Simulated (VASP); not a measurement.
Wanted: the native input for a VASP 6.6.1 run.

| Item | Value |
| --- | --- |
| Task | relaxation of cell and atoms |
| Functional | PBE |
| Potentials or basis | VASP PAW PBE potentials, release 64 (Sn_d, O) |
| Cutoff | 600 eV |
| k mesh | 8 × 8 × 8 |
| Occupations | fermi-dirac, width 0.05 eV |
| Spin | no spin polarisation |
| Dipole correction | no |
| Further INCAR settings | ALGO = Normal; EDIFF = 1e-06; IBRION = 2; EDIFFG = -0.01; NSW = 80; ISIF = 3 |

The structure of SnO2 lies in POSCAR:

```
SnO2
1.0
    1.6170930752      0.9336291223      4.8005925840
   -1.6170930752      0.9336291223      4.8005925840
    0.0000000000     -1.8672582446      4.8005925840
Sn O
1 2
Direct
    0.5000000000      0.5000000000      0.5000000000
    0.7628300000      0.7628300000      0.7628300000
    0.2371700000      0.2371700000      0.2371700000
```

One way to write it, as run:

INCAR

```
SYSTEM = SnO2
ALGO = Normal ; EDIFF = 1E-6
EDIFFG = -0.01 ; ENCUT = 600
GGA = PE ; IBRION = 2
ISIF = 3 ; ISMEAR = -1
LASPH = .TRUE. ; LCHARG = .FALSE.
LREAL = .FALSE. ; LWAVE = .FALSE.
NELM = 100 ; NSW = 80
PREC = Accurate ; SIGMA = 0.05
```

KPOINTS

```
k-points
0
G
  8 8 8
  0 0 0
```

Potentials or basis: VASP PAW PBE potentials, release 64 (Sn_d, O).

Launch:

```console
$ cat potpaw_PBE.64/Sn_d/POTCAR potpaw_PBE.64/O/POTCAR > POTCAR
$ mpirun -np 1 vasp_std > vasp.out
```

It gave:

```json
{
 "Relaxed volume": "14.49 Å³/atom",
 "Relaxed cell": "a = 5.134 Å, b = 5.134 Å, c = 5.134 Å, α = 36.79°, β = 36.79°, γ = 36.79°",
 "Space group after relaxing (to 0.1 Å)": "R-3m (No. 166)",
 "Energy gained by relaxing": "0.3 meV/atom",
 "Ionic steps": "5",
 "Pressure after relaxing": "0.0 GPa",
 "Largest force after relaxing": "0.003 eV/Å",
 "Band gap on the k mesh": "1.90 eV (least direct gap 2.01 eV)"
}
```

Caveat: spin-orbit coupling is left out, which moves the levels of the heavy elements.

Wall time 5.8 min on 1 thread of Intel(R) Xeon(R) 6975P-C (Granite Rapids), with other jobs on the host, peak memory 0.29 GiB.
